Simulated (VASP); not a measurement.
# Ca in VASP: a series of runs

The runs below take Ca through single point, with LDA.

All numbers are computed with VASP 6.6.1; they aren't measurements. Logs are shortened: lines on timing, memory, paths and dates and some standing lists are left out, and cuts for length are marked.

## Step 1: The cell of the first run

The cell holds a slab with vacuum, 5 atoms: a = 3.775 Å, b = 3.775 Å, c = 27.329 Å, α = 90.00°, β = 90.00°, γ = 120.00°.

## Step 2: Single point, LDA

The input, INCAR:

```
SYSTEM = Ca
ALGO = Fast ; DIPOL = 0.5 0.5 0.500
EDIFF = 1E-6 ; ENCUT = 520
IDIPOL = 3 ; ISIF = 2
ISMEAR = 0 ; LASPH = .True.
LCHARG = .True. ; LDIPOL = .True.
LELF = .True. ; LREAL = .False.
LVACPOTAV = .True. ; LVHAR = .True.
LWAVE = .False. ; NBANDS = 33
NELM = 100 ; PREC = Accurate
SIGMA = 0.1
```

The input, KPOINTS:

```
k-points
0
Gamma
  9 9 1
  0 0 0
```

The input, POSCAR:

```
Ca
1.0
    3.7750735674      0.0000000000      0.0000000000
   -1.8875367837      3.2693096105      0.0000000000
    0.0000000000      0.0000000000     27.3293386422
Ca
5
Direct
    0.6666666667      0.3333333333      0.2744303511
    0.3333333333      0.6666666667      0.3872151756
    0.0000000000      0.0000000000      0.5000000000
    0.6666666667      0.3333333333      0.6127848244
    0.3333333333      0.6666666667      0.7255696489
```

Potentials or basis: VASP PAW LDA potentials, release 64 (Ca_sv).

On the command line:

```console
$ cat potpaw_LDA.64/Ca_sv/POTCAR > POTCAR
$ mpirun -np 1 vasp_std > vasp.out
```

OUTCAR:

```text
SYSTEM = Ca
   EDIFF = 1E-6
   ENCUT = 520
   ISIF = 2
   ISMEAR = 0
   LASPH = .True.
   LREAL = .False.
   NELM = 100
   PREC = Accurate

 ion  position               nearest neighbor table
   1  0.667  0.333  0.274-
   2  0.333  0.667  0.387-
   3  0.000  0.000  0.500-
   4  0.667  0.333  0.613-
   5  0.333  0.667  0.726-

  LATTYP: Found a hexagonal cell.
 ALAT       =     3.7750735674
 C/A-ratio  =     7.2394188230

  Lattice vectors:

 A1 = (   3.7750735674,   0.0000000000,   0.0000000000)
 A2 = (  -1.8875367837,   3.2693096105,   0.0000000000)
 A3 = (   0.0000000000,   0.0000000000,  27.3293386422)

Analysis of symmetry for initial positions (statically):
=====================================================================
 Subroutine PRICEL returns:
 Original cell was already a primitive cell.

 Routine SETGRP: Setting up the symmetry group for a
 hexagonal supercell.

 Subroutine GETGRP returns: Found 12 space group operations
 (whereof 12 operations were pure point group operations)
 out of a pool of 24 trial point group operations.

The static configuration has the point symmetry D_3d.

Analysis of symmetry for dynamics (positions and initial velocities):
=====================================================================
 Subroutine PRICEL returns:
 Original cell was already a primitive cell.

 Routine SETGRP: Setting up the symmetry group for a
 hexagonal supercell.

 Subroutine GETGRP returns: Found 12 space group operations
 (whereof 12 operations were pure point group operations)
 out of a pool of 24 trial point group operations.

The dynamic configuration has the point symmetry D_3d.

 Subroutine INISYM returns: Found 12 space group operations
 (whereof 12 operations are pure point group operations),
 and found     1 'primitive' translations

----------------------------------------------------------------------------------------

                                     Primitive cell

  volume of cell :     337.2955

  direct lattice vectors                    reciprocal lattice vectors
     3.775073567  0.000000000  0.000000000     0.264895500  0.152937488  0.000000000
    -1.887536784  3.269309611  0.000000000     0.000000000  0.305874976  0.000000000
     0.000000000  0.000000000 27.329338642     0.000000000  0.000000000  0.036590713

  length of vectors
[... 80 lines left out ...]
   NFREE  =      0    steps in history (QN), initial steepest desc. (CG)
   ISIF   =      2    stress and relaxation
   ISYM   =      2    0-nonsym 1-usesym 2-fastsym
   POTIM  = 0.5000    time-step for ionic-motion
   TEBEG  =    0.0;   TEEND  =   0.0 temperature during run
   PSTRESS=    0.0 pullay stress
   NELECT =      50.0000    total number of electrons
   NUPDOWN=      -1.0000    fix difference up-down
   EMIN   =  10.00;   EMAX   =-10.00  energy-range for DOS
   EFERMI =   0.00;   METHOD = LEGACY
   ISMEAR =     0;   SIGMA  =   0.10  broadening in eV -4-tet -1-fermi 0-gaus
   EFERMI_NEDOS =   21; number of points for ismear=-14 and -15
   IALGO  =     68    algorithm
   IMIX   =      4    mixing-type and parameters
     AMIX     =   0.40;   BMIX     =  1.00
     AMIX_MAG =   1.60;   BMIX_MAG =  1.00
  volume/ion in A,a.u.               =      67.46       455.24
  Fermi-wavevector in a.u.,A,eV,Ry     =   0.866419  1.637295 10.213647  0.750682
  Thomas-Fermi vector in A             =   1.984805
   LORBIT       =      0    0 simple, 1 ext, 2 COOP (PROOUT), +10 PAW based schemes
   GGA     = CA    functional components
   LHFCALC =     F    Hartree Fock is set to
   AEXX    =    0.0000 exact exchange contribution
   IVDW    =     0    specifies the selected vdW correction
   LEPSILON=     F    determine dielectric tensor
   LRPA    =     F    only Hartree local field effects (RPA)
 non-spin polarized calculation
 RMM-DIIS sequential band-by-band and
 Gauss-broadening in eV      SIGMA  =   0.10
  energy-cutoff  :      520.00
  volume of cell :      337.30
 maximum number of plane-waves:      9133
 NGX is ok and might be reduce to    28
   NGX = 13   NGY = 13   NGZ =101

 dipolmoment           0.000000      0.000000     -0.000000 electrons x Angstroem

 number of electron      49.9999998 magnetization

 dipolmoment           0.000000      0.000000      0.000000 electrons x Angstroem

 Free energy of the ion-electron system (eV)
  ---------------------------------------------------
  ext. energy  EPLUGINS =         0.00000000
  ---------------------------------------------------
  free energy    TOTEN  =       -10.16555050 eV

  energy without entropy =      -10.11834044  energy(sigma->0) =      -10.14194547

 E-fermi :   0.0434     XC(G=0):  -5.3292

 val. band max:        0.0110266092   @ k =   0.1111  -0.0000   0.0000
 cond. band min:       0.0446466270   @ k =   0.3333   0.1111   0.0000
 fundamental gap:      0.0336200179
 Fermi energy:         0.0433663139

 k-point     1 :       0.0000    0.0000    0.0000
  band No.  band energies     occupation
      1     -41.7407      2.00000
      2     -41.7407      2.00000
      3     -41.3154      2.00000
      4     -41.2979      2.00000
      5     -41.2939      2.00000
      6     -23.0943      2.00000
[... 421 lines left out ...]
     32       0.9065      0.00000
     33       1.2362      0.00000

------------------------ aborting loop because EDIFF is reached ----------------------------------------

  FORCE on cell =-STRESS in cart. coord.  units (eV):
  Direction    XX          YY          ZZ          XY          YZ          ZX
  --------------------------------------------------------------------------------------
  -------------------------------------------------------------------------------------
  Total        0.1055526      0.1055526     -0.6109152      0.0000000     -0.0000000      0.0000000
  in kB        0.5013824      0.5013824     -2.9018898      0.0000000     -0.0000000      0.0000000
  external PRESSURE =      -0.6330417 kB  Pullay stress =       0.0000000 kB

 VOLUME and BASIS-vectors are now :
 -----------------------------------------------------------------------------
  energy-cutoff  :      520.00
  volume of cell :      337.30
      direct lattice vectors                 reciprocal lattice vectors
     3.775073567  0.000000000  0.000000000     0.264895500  0.152937488  0.000000000
    -1.887536784  3.269309611  0.000000000     0.000000000  0.305874976  0.000000000
     0.000000000  0.000000000 27.329338642     0.000000000  0.000000000  0.036590713

 POSITION                                       TOTAL-FORCE (eV/Angst)
 -----------------------------------------------------------------------------------
      1.88754      1.08977      7.50000         0.000000      0.000000      0.083056
     -0.00000      2.17954     10.58233         0.000000     -0.000000     -0.072837
      0.00000      0.00000     13.66467        -0.000000      0.000000      0.000000
      1.88754      1.08977     16.74700         0.000000      0.000000      0.072837
     -0.00000      2.17954     19.82934        -0.000000      0.000000     -0.083056
 -----------------------------------------------------------------------------------
    total drift:                                0.000000     -0.000000      0.000000

  FREE ENERGIE OF THE ION-ELECTRON SYSTEM (eV)
  ---------------------------------------------------
  free  energy   TOTEN  =       -10.1655504976 eV

  energy  without entropy=      -10.1183404374  energy(sigma->0) =      -10.14194547

 vacuum level on the upper side and lower side of the slab         3.126         3.126
```

OSZICAR:

```text
N       E                     dE             d eps       ncg     rms          rms(c)
DAV:   1     0.446230503484E+03    0.44623E+03   -0.24564E+04   944   0.128E+03
DAV:   2     0.197502895572E+02   -0.42648E+03   -0.41979E+03   885   0.386E+02
DAV:   3    -0.712361242837E+01   -0.26874E+02   -0.26428E+02  1382   0.654E+01
DAV:   4    -0.109770833654E+02   -0.38535E+01   -0.38281E+01  1432   0.229E+01
[... 16 lines left out ...]
RMM:  21    -0.101655432487E+02   -0.74387E-05   -0.45966E-05   911   0.127E-02    0.149E-03
RMM:  22    -0.101655468117E+02   -0.35630E-05   -0.27654E-05   857   0.994E-03    0.142E-03
RMM:  23    -0.101655485582E+02   -0.17465E-05   -0.16857E-05   795   0.770E-03    0.193E-03
RMM:  24    -0.101655497467E+02   -0.11885E-05   -0.10372E-05   773   0.636E-03    0.212E-03
RMM:  25    -0.101655504976E+02   -0.75088E-06   -0.68762E-06   683   0.513E-03
   1 F= -.10165550E+02 E0= -.10141945E+02  d E =-.472101E-01
```

stdout:

```text
POSCAR found type information on POSCAR Ca
 POSCAR found :  1 types and       5 ions
 scaLAPACK will be used
 LDA part: xc-table for (Slater(with rela. corr.)+CA(PZ))
 , standard interpolation
 POSCAR, INCAR and KPOINTS ok, starting setup
 FFT: planning ... GRIDC
 FFT: planning ... GRID_SOFT
 FFT: planning ... GRID
 WAVECAR not read
 entering main loop
WARNING in EDDRMM: call to ZHEGV failed, returncode =   8  4     23
 -----------------------------------------------------------------------------
|                                                                             |
|           W    W    AA    RRRRR   N    N  II  N    N   GGGG   !!!           |
|           W    W   A  A   R    R  NN   N  II  NN   N  G    G  !!!           |
|           W    W  A    A  R    R  N N  N  II  N N  N  G       !!!           |
|           W WW W  AAAAAA  RRRRR   N  N N  II  N  N N  G  GGG   !            |
|           WW  WW  A    A  R   R   N   NN  II  N   NN  G    G                |
|           W    W  A    A  R    R  N    N  II  N    N   GGGG   !!!           |
|                                                                             |
|     Did not find any points to average over, which means that no vacuum     |
|     field-free region was found. Please increase the size of  your cell     |
|     in the dimension of the dipole correction to obtain accurate            |
|     workfunction values.                                                    |
|                                                                             |
 -----------------------------------------------------------------------------
```

Run time: 3.7 min. Hardware: 1 thread of Intel Xeon 6975P-C (Granite Rapids), shared host; peak memory 0.35 GiB.

Results:

```
Free energy            : -10.1656 eV
Largest force          : 0.083 eV/Å
Band gap on the k mesh : zero (bands 25 and 26 overlap by 0.15 eV)
```

Forces in eV/Å, atoms in the order of the input:
```
Ca   0.000  0.000  0.083
Ca   0.000  0.000 -0.073
Ca   0.000  0.000  0.000
Ca   0.000  0.000  0.073
Ca   0.000  0.000 -0.083
```

Levels at points of the mesh, in eV from the Fermi level:
| k point | band 22 | band 23 | band 24 | band 25 | band 26 | band 27 | band 28 | band 29 |
| --- | --- | --- | --- | --- | --- | --- | --- | --- |
| (0.00, 0.00, 0.00) | -3.75 | -3.15 | -2.37 | -1.57 | -0.06 | 0.22 | 0.66 | 1.13 |

## Step 3: Single point, LDA

The input, INCAR:

```
SYSTEM = Ca
PREC     = Accurate       ! precision mode
ENCUT    = 520            ! plane-wave cutoff, eV
EDIFF    = 1E-6           ! SCF threshold, eV
ISMEAR   = 0              ! smearing method
SIGMA    = 0.1            ! smearing width, eV
LREAL    = .FALSE.        ! projectors in reciprocal space
LASPH    = .TRUE.         ! aspherical terms in the spheres
NELM     = 100            ! most SCF steps
ALGO     = Fast           ! electronic algorithm
ISIF     = 2              ! what is computed and relaxed
LWAVE    = .FALSE.        ! write WAVECAR
LCHARG   = .TRUE.         ! write CHGCAR
LDIPOL   = .TRUE.       
IDIPOL   = 3            
DIPOL    = 0.5 0.5 0.500
GGA      = CA             ! functional
LELF     = .TRUE.         ! ELF
LVHAR    = .TRUE.       
LVACPOTAV= .TRUE.       
NBANDS   = 33             ! bands
```

The input, KPOINTS:

```
Automatic mesh
0
G
  9 9 1
  0 0 0
```

The input, POSCAR:

```
Ca
1.0
    3.7750735674      0.0000000000      0.0000000000
   -1.8875367837      3.2693096105      0.0000000000
    0.0000000000      0.0000000000     27.3293386422
Ca
5
Direct
    0.6666666667      0.3333333333      0.2796645567
    0.3333333333      0.6666666667      0.3884967650
    0.0000000000      0.0000000000      0.4999999197
    0.6666666667      0.3333333333      0.6115031714
    0.3333333333      0.6666666667      0.7203355872
```

Potentials or basis: VASP PAW LDA potentials, release 64 (Ca_sv).

On the command line:

```console
$ cat potpaw_LDA.64/Ca_sv/POTCAR > POTCAR
$ mpirun -np 1 vasp_std > vasp.out
```

OUTCAR:

```text
SYSTEM = Ca
   PREC = Accurate
   ENCUT = 520
   EDIFF = 1E-6
   ISMEAR = 0
   LREAL = .FALSE.
   LASPH = .TRUE.
   NELM = 100
   ISIF = 2
   GGA = CA

 ion  position               nearest neighbor table
   1  0.667  0.333  0.280-
   2  0.333  0.667  0.388-
   3  0.000  0.000  0.500-
   4  0.667  0.333  0.612-
   5  0.333  0.667  0.720-

  LATTYP: Found a hexagonal cell.
 ALAT       =     3.7750735674
 C/A-ratio  =     7.2394188230

  Lattice vectors:

 A1 = (   3.7750735674,   0.0000000000,   0.0000000000)
 A2 = (  -1.8875367837,   3.2693096105,   0.0000000000)
 A3 = (   0.0000000000,   0.0000000000,  27.3293386422)

Analysis of symmetry for initial positions (statically):
=====================================================================
 Subroutine PRICEL returns:
 Original cell was already a primitive cell.

 Routine SETGRP: Setting up the symmetry group for a
 hexagonal supercell.

 Subroutine GETGRP returns: Found 12 space group operations
 (whereof 12 operations were pure point group operations)
 out of a pool of 24 trial point group operations.

[... 162 lines left out ...]

 val. band max:        0.0738981859   @ k =   0.0000   0.0000   0.0000
 cond. band min:       0.0890713134   @ k =   0.4444  -0.0000   0.0000
 fundamental gap:      0.0151731275
 Fermi energy:         0.0792045987

 k-point     1 :       0.0000    0.0000    0.0000
  band No.  band energies     occupation
      1     -41.6595      2.00000
      2     -41.6593      2.00000
      3     -41.2651      2.00000
      4     -41.2052      2.00000
      5     -41.2038      2.00000
      6     -23.0274      2.00000
[... 421 lines left out ...]
     32       0.9657      0.00000
     33       1.1582      0.00000

------------------------ aborting loop because EDIFF is reached ----------------------------------------

  FORCE on cell =-STRESS in cart. coord.  units (eV):
  Direction    XX          YY          ZZ          XY          YZ          ZX
  --------------------------------------------------------------------------------------
  -------------------------------------------------------------------------------------
  Total        0.4142454      0.4142454      0.0741307      0.0000000      0.0000000      0.0000000
  in kB        1.9676945      1.9676945      0.3521258      0.0000000      0.0000000      0.0000000
  external PRESSURE =       1.4291716 kB  Pullay stress =       0.0000000 kB

 VOLUME and BASIS-vectors are now :
 -----------------------------------------------------------------------------
  energy-cutoff  :      520.00
  volume of cell :      337.30
      direct lattice vectors                 reciprocal lattice vectors
     3.775073567  0.000000000  0.000000000     0.264895500  0.152937488  0.000000000
    -1.887536784  3.269309611  0.000000000     0.000000000  0.305874976  0.000000000
     0.000000000  0.000000000 27.329338642     0.000000000  0.000000000  0.036590713

 POSITION                                       TOTAL-FORCE (eV/Angst)
 -----------------------------------------------------------------------------------
      1.88754      1.08977      7.64305         0.000000      0.000000     -0.010223
     -0.00000      2.17954     10.61736        -0.000000     -0.000000      0.002524
      0.00000      0.00000     13.66467         0.000000      0.000000     -0.000000
      1.88754      1.08977     16.71198        -0.000000      0.000000     -0.002524
     -0.00000      2.17954     19.68630        -0.000000      0.000000      0.010223
 -----------------------------------------------------------------------------------
    total drift:                                0.000000      0.000000     -0.000018

  FREE ENERGIE OF THE ION-ELECTRON SYSTEM (eV)
  ---------------------------------------------------
  free  energy   TOTEN  =       -10.1739578251 eV

  energy  without entropy=      -10.1322191377  energy(sigma->0) =      -10.15308848

 vacuum level on the upper side and lower side of the slab         3.060         3.060
```

OSZICAR:

```text
N       E                     dE             d eps       ncg     rms          rms(c)
DAV:   1     0.446284759438E+03    0.44628E+03   -0.24629E+04   952   0.128E+03
DAV:   2     0.200061140014E+02   -0.42628E+03   -0.41933E+03   888   0.386E+02
DAV:   3    -0.719215247143E+01   -0.27198E+02   -0.26765E+02  1380   0.656E+01
DAV:   4    -0.110611495168E+02   -0.38690E+01   -0.38428E+01  1448   0.229E+01
[... 16 lines left out ...]
RMM:  21    -0.101739496780E+02   -0.12651E-04   -0.57814E-05   927   0.139E-02    0.117E-03
RMM:  22    -0.101739534901E+02   -0.38121E-05   -0.31685E-05   874   0.110E-02    0.898E-04
RMM:  23    -0.101739556414E+02   -0.21512E-05   -0.21097E-05   802   0.838E-03    0.902E-04
RMM:  24    -0.101739569740E+02   -0.13327E-05   -0.12715E-05   762   0.672E-03    0.216E-03
RMM:  25    -0.101739578251E+02   -0.85112E-06   -0.81845E-06   739   0.559E-03
   1 F= -.10173958E+02 E0= -.10153088E+02  d E =-.417387E-01
```

It took 3.8 min on 1 thread of Intel Xeon 6975P-C (Granite Rapids), shared host; peak memory 0.35 GiB.

Results:

- Free energy: -10.1740 eV
- Largest force: 0.010 eV/Å
- Band gap on the k mesh: zero (bands 25 and 26 overlap by 0.10 eV)

Forces on the atoms (eV/Å):
```
Ca   0.000  0.000 -0.010
Ca   0.000  0.000  0.003
Ca   0.000  0.000  0.000
Ca   0.000  0.000 -0.003
Ca   0.000  0.000  0.010
```

The gap in the log of VASP goes by the Fermi energy; the results here count the filled bands.